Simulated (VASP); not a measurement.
# Ge (I4_1/amd) in VASP: a series of runs

Ge is run at these levels: PBE; tasks: single point.

Program: VASP 6.6.1. These are calculated values, not measurements. Logs are shortened: lines on timing, memory, paths and dates and some standing lists are left out, and cuts for length are marked.

### 1 The cell of the first run

Symmetry: I4_1/amd, No. 141, tetragonal system. Conventional cell: a = 3.920 Å, b = 3.920 Å, c = 5.658 Å, α = 90.00°, β = 90.00°, γ = 90.00°. Within 3.2 Å of Ge (site symmetry -4m2) lie 4 Ge at 2.42 Å.

### 2 Single point, PBE (equal xx and yy strain of -2 %)

File INCAR:

```
SYSTEM = Ge
PREC     = Accurate       ! precision mode
ENCUT    = 520            ! plane-wave cutoff, eV
EDIFF    = 1E-6           ! SCF threshold, eV
ISMEAR   = -1             ! smearing method
SIGMA    = 0.05           ! smearing width, eV
LREAL    = .False.        ! projectors in reciprocal space
LASPH    = .True.         ! aspherical terms in the spheres
NELM     = 60             ! most SCF steps
ALGO     = Normal         ! electronic algorithm
ISIF     = 2              ! what is computed and relaxed
LWAVE    = .False.        ! write WAVECAR
LCHARG   = .False.        ! write CHGCAR
GGA      = PE             ! functional
NBANDS   = 21             ! bands
```

File KPOINTS:

```
Automatic mesh
0
Gamma
  10 10 10
  0 0 0
```

File POSCAR:

```
Ge
1.0
    0.0000000000      2.7721946000      2.8287700000
    2.7721946000      0.0000000000      2.8287700000
    2.7721946000      2.7721946000      0.0000000000
Ge
2
Direct
    0.5000000000      0.5000000000      0.5000000000
    0.7500000000      0.7500000000      0.7500000000
```

Potentials or basis: VASP PAW PBE potentials, release 64 (Ge_d).

Launch:

```console
cat potpaw_PBE.64/Ge_d/POTCAR > POTCAR
mpirun -np 1 vasp_std > vasp.out
```

OUTCAR:

```text
SYSTEM = Ge
   PREC = Accurate
   ENCUT = 520
   EDIFF = 1E-6
   ISMEAR = -1
   LREAL = .False.
   LASPH = .True.
   NELM = 60
   ISIF = 2
   GGA = PE

 ion  position               nearest neighbor table
   1  0.500  0.500  0.500-   2 2.42   2 2.42   2 2.42   2 2.42
   2  0.750  0.750  0.750-   1 2.42   1 2.42   1 2.42   1 2.42

  LATTYP: Found a body centered tetragonal cell.
 ALAT       =     3.9204752009
 C/A-ratio  =     1.4430750636

  Lattice vectors:

 A1 = (  -2.7721946000,   0.0000000000,   2.8287700000)
 A2 = (   2.7721946000,   0.0000000000,   2.8287700000)
 A3 = (   0.0000000000,   2.7721946000,  -2.8287700000)

Analysis of symmetry for initial positions (statically):
=====================================================================
 Subroutine PRICEL returns:
 Original cell was already a primitive cell.

 Routine SETGRP: Setting up the symmetry group for a
 body centered tetragonal supercell.

 Subroutine GETGRP returns: Found 16 space group operations
 (whereof  8 operations were pure point group operations)
 out of a pool of 16 trial point group operations.

The static configuration has the point symmetry D_2d.
 The point group associated with its full space group is D_4h.

Analysis of symmetry for dynamics (positions and initial velocities):
=====================================================================
 Subroutine PRICEL returns:
 Original cell was already a primitive cell.

 Routine SETGRP: Setting up the symmetry group for a
 body centered tetragonal supercell.

 Subroutine GETGRP returns: Found 16 space group operations
 (whereof  8 operations were pure point group operations)
 out of a pool of 16 trial point group operations.

The dynamic configuration has the point symmetry D_2d.
 The point group associated with its full space group is D_4h.

 Subroutine INISYM returns: Found 16 space group operations
 (whereof  8 operations are pure point group operations),
 and found     1 'primitive' translations

----------------------------------------------------------------------------------------

                                     Primitive cell

  volume of cell :      43.4786

  direct lattice vectors                    reciprocal lattice vectors
     0.000000000  2.772194600  2.828770000    -0.180362519  0.180362519  0.176755268
     2.772194600  0.000000000  2.828770000     0.180362519 -0.180362519  0.176755268
     2.772194600  2.772194600  0.000000000     0.180362519  0.180362519 -0.176755268

  length of vectors
     3.960682089  3.960682089  3.920475201     0.310328376  0.310328376  0.310328376

  position of ions in fractional coordinates (direct lattice)
     0.500000000  0.500000000  0.500000000
     0.750000000  0.750000000  0.750000000

  ion indices of the primitive-cell ions
   primitive index   ion index
                 1           1
                 2           2

----------------------------------------------------------------------------------------

 KPOINTS: Automatic mesh

Automatic generation of k-mesh.
 Grid dimensions read from file:
 generate k-points for:   10   10   10

 Generating k-lattice:

  Cartesian coordinates                     Fractional coordinates (reciprocal lattice)
    -0.018036252  0.018036252  0.017675527     0.100000000 -0.000000000  0.000000000
     0.018036252 -0.018036252  0.017675527    -0.000000000  0.100000000  0.000000000
     0.018036252  0.018036252 -0.017675527     0.000000000  0.000000000  0.100000000

  Length of vectors
     0.031032838  0.031032838  0.031032838

  Shift w.r.t. Gamma in fractional coordinates (k-lattice)
     0.000000000  0.000000000  0.000000000

 Subroutine IBZKPT returns following result:
 ===========================================

 Found    102 irreducible k-points:

 Following reciprocal coordinates:
            Coordinates               Weight
  0.000000  0.000000  0.000000      1.000000
  0.100000 -0.000000  0.000000      8.000000
  0.200000 -0.000000  0.000000      8.000000
  0.300000 -0.000000  0.000000      8.000000
  0.400000 -0.000000  0.000000      8.000000
  0.500000 -0.000000  0.000000      4.000000
[... 16 lines left out ...]
  0.300000  0.300000  0.000000      2.000000
  0.400000  0.300000  0.000000      8.000000
 [... further k-points ...]
   k-points           NKPTS =    102   k-points in BZ     NKDIM =    102   number of bands    NBANDS=     21
   number of dos      NEDOS =    301   number of ions     NIONS =      2
   total plane-waves  NPLWV =  27000
   dimension x,y,z NGX =    30 NGY =   30 NGZ =   30
   dimension x,y,z NGXF=    60 NGYF=   60 NGZF=   60
   ions per type =               2
   NGX,Y,Z   is equivalent  to a cutoff of  12.59, 12.59, 12.72 a.u.
   NGXF,Y,Z  is equivalent  to a cutoff of  25.18, 25.18, 25.44 a.u.
 SYSTEM =  Ge
   PREC   = accura    normal or accurate (medium, high low for compatibility)
   ISTART =      0    job   : 0-new  1-cont  2-samecut
   ICHARG =      2    charge: 1-file 2-atom 10-const
   ISPIN  =      1    spin polarized calculation?
   LNONCOLLINEAR =      F non collinear calculations
   LSORBIT =      F    spin-orbit coupling
   LASPH  =      T    aspherical Exc in radial PAW
   ENCUT  =  520.0 eV  38.22 Ry    6.18 a.u.   7.36  7.36  7.29*2*pi/ulx,y,z
   NELM   =     60;   NELMIN=  2; NELMDL= -5     # of ELM steps
   EDIFF  = 0.1E-05   stopping-criterion for ELM
   LREAL  =      F    real-space projection
   EDIFFG = 0.1E-04   stopping-criterion for IOM
   NSW    =      0    number of steps for IOM
   IBRION =     -1    ionic relax: 0-MD 1-quasi-New 2-CG
   NFREE  =      0    steps in history (QN), initial steepest desc. (CG)
   ISIF   =      2    stress and relaxation
   ISYM   =      2    0-nonsym 1-usesym 2-fastsym
   POTIM  = 0.5000    time-step for ionic-motion
   TEBEG  =    0.0;   TEEND  =   0.0 temperature during run
   PSTRESS=    0.0 pullay stress
   NELECT =      28.0000    total number of electrons
   NUPDOWN=      -1.0000    fix difference up-down
   EMIN   =  10.00;   EMAX   =-10.00  energy-range for DOS
   EFERMI =   0.00;   METHOD = LEGACY
   ISMEAR =    -1;   SIGMA  =   0.05  broadening in eV -4-tet -1-fermi 0-gaus
   EFERMI_NEDOS =   21; number of points for ismear=-14 and -15
   IALGO  =     38    algorithm
   IMIX   =      4    mixing-type and parameters
     AMIX     =   0.40;   BMIX     =  1.00
     AMIX_MAG =   1.60;   BMIX_MAG =  1.00
  volume/ion in A,a.u.               =      21.74       146.70
  Fermi-wavevector in a.u.,A,eV,Ry     =   1.413739  2.671579 27.193382  1.998657
  Thomas-Fermi vector in A             =   2.535353
   LORBIT       =      0    0 simple, 1 ext, 2 COOP (PROOUT), +10 PAW based schemes
   GGA     = PE    functional components
   LHFCALC =     F    Hartree Fock is set to
   AEXX    =    0.0000 exact exchange contribution
   IVDW    =     0    specifies the selected vdW correction
   LEPSILON=     F    determine dielectric tensor
   LRPA    =     F    only Hartree local field effects (RPA)
 non-spin polarized calculation
  energy-cutoff  :      520.00
  volume of cell :       43.48
 maximum number of plane-waves:      1195
 NGX is ok and might be reduce to    30
   NGX = 15   NGY = 15   NGZ = 15

 number of electron      28.0000011 magnetization

 Free energy of the ion-electron system (eV)
  ---------------------------------------------------
  ext. energy  EPLUGINS =         0.00000000
  ---------------------------------------------------
  free energy    TOTEN  =        -8.94523942 eV

  energy without entropy =       -8.94501818  energy(sigma->0) =       -8.94512880

 E-fermi :   5.5491     XC(G=0): -10.1191

 val. band max:        5.4522813961   @ k =   0.0000   0.0000   0.0000
 cond. band min:       5.7003641842   @ k =   0.5000  -0.0000   0.0000
 fundamental gap:      0.2480827881
 Fermi energy:         5.5490849723

 k-point     1 :       0.0000    0.0000    0.0000
  band No.  band energies     occupation
      1     -19.4824      2.00000
      2     -19.4824      2.00000
      3     -19.4767      2.00000
      4     -19.4424      2.00000
      5     -19.4398      2.00000
      6     -19.2139      2.00000
[... 13 lines left out ...]
     20      14.7668      0.00000
     21      15.2000      0.00000

 k-point     2 :       0.1000   -0.0000    0.0000
  band No.  band energies     occupation
      1     -19.4888      2.00000
      2     -19.4858      2.00000
      3     -19.4783      2.00000
      4     -19.4330      2.00000
      5     -19.4312      2.00000
      6     -19.2198      2.00000
[... 13 lines left out ...]
     20      14.0645      0.00000
     21      14.4002      0.00000

 k-point     3 :       0.2000   -0.0000    0.0000
  band No.  band energies     occupation
      1     -19.4990      2.00000
      2     -19.4948      2.00000
      3     -19.4742      2.00000
      4     -19.4167      2.00000
      5     -19.4156      2.00000
      6     -19.2307      2.00000
[... 13 lines left out ...]
     20      13.6973      0.00000
     21      13.8129      0.00000

 k-point     4 :       0.3000   -0.0000    0.0000
  band No.  band energies     occupation
      1     -19.5062      2.00000
      2     -19.5009      2.00000
      3     -19.4684      2.00000
      4     -19.4035      2.00000
      5     -19.4030      2.00000
      6     -19.2401      2.00000
[... 13 lines left out ...]
     20      14.1347      0.00000
     21      14.1431      0.00000

 k-point     5 :       0.4000   -0.0000    0.0000
  band No.  band energies     occupation
      1     -19.5097      2.00000
      2     -19.5035      2.00000
      3     -19.4636      2.00000
      4     -19.3964      2.00000
      5     -19.3963      2.00000
      6     -19.2447      2.00000
[... 13 lines left out ...]
     20      15.3643      0.00000
     21      15.5100      0.00000
[... 382 lines left out ...]
     20      15.0184      0.00000
     21      16.9526      0.00000

 k-point    22 :      -0.2000    0.2000    0.0000
  band No.  band energies     occupation
      1     -19.5160      2.00000
      2     -19.5092      2.00000
      3     -19.4493      2.00000
      4     -19.4062      2.00000
      5     -19.3785      2.00000
      6     -19.2679      2.00000
[... 13 lines left out ...]
     20      15.3933      0.00000
     21      16.1435      0.00000

 k-point    23 :       0.3000    0.3000    0.0000
  band No.  band energies     occupation
      1     -19.5096      2.00000
      2     -19.5096      2.00000
      3     -19.4849      2.00000
      4     -19.3871      2.00000
      5     -19.3363      2.00000
      6     -19.3350      2.00000
[... 13 lines left out ...]
     20      16.7217      0.00000
     21      16.7246      0.00000

 k-point    24 :       0.4000    0.3000    0.0000
  band No.  band energies     occupation
      1     -19.5205      2.00000
      2     -19.5149      2.00000
      3     -19.4676      2.00000
      4     -19.3705      2.00000
      5     -19.3546      2.00000
      6     -19.3167      2.00000
[... 13 lines left out ...]
     20      17.2121      0.00000
     21      17.4176      0.00000

 [... further k-points ...]

------------------------ aborting loop because EDIFF is reached ----------------------------------------

  FORCE on cell =-STRESS in cart. coord.  units (eV):
  Direction    XX          YY          ZZ          XY          YZ          ZX
  --------------------------------------------------------------------------------------
  -------------------------------------------------------------------------------------
  Total        2.0215239      2.0215239      1.6017785      0.0000000      0.0000000      0.0000000
  in kB       74.4928197     74.4928197     59.0252713      0.0000000      0.0000000      0.0000000
  external PRESSURE =      69.3369702 kB  Pullay stress =       0.0000000 kB

 VOLUME and BASIS-vectors are now :
 -----------------------------------------------------------------------------
  energy-cutoff  :      520.00
  volume of cell :       43.48
      direct lattice vectors                 reciprocal lattice vectors
     0.000000000  2.772194600  2.828770000    -0.180362519  0.180362519  0.176755268
     2.772194600  0.000000000  2.828770000     0.180362519 -0.180362519  0.176755268
     2.772194600  2.772194600  0.000000000     0.180362519  0.180362519 -0.176755268

 POSITION                                       TOTAL-FORCE (eV/Angst)
 -----------------------------------------------------------------------------------
      2.77219      2.77219      2.82877         0.000000      0.000000      0.000000
      4.15829      4.15829      4.24315        -0.000000     -0.000000      0.000000
 -----------------------------------------------------------------------------------
    total drift:                                0.000000     -0.000000     -0.000000

  FREE ENERGIE OF THE ION-ELECTRON SYSTEM (eV)
  ---------------------------------------------------
  free  energy   TOTEN  =        -8.9452394215 eV

  energy  without entropy=       -8.9450181789  energy(sigma->0) =       -8.94512880
```

It took 43 s on 1 thread of Intel Xeon Platinum 8488C (Sapphire Rapids), shared host; peak memory 0.21 GiB.

Results:

```
Free energy            : -8.9452 eV
Pressure               : 6.9 GPa
Band gap on the k mesh : 0.25 eV (least direct gap 0.35 eV)
```

Stress tensor (GPa, compression positive):
```
7.45 0.00 0.00
0.00 7.45 0.00
0.00 0.00 5.90
```

Caveat: the cell differs from its parent crystal (equal xx and yy strain of -2 %); the cell stands under pressure. A k mesh can miss the band edges.

[end of part 1 of 2]
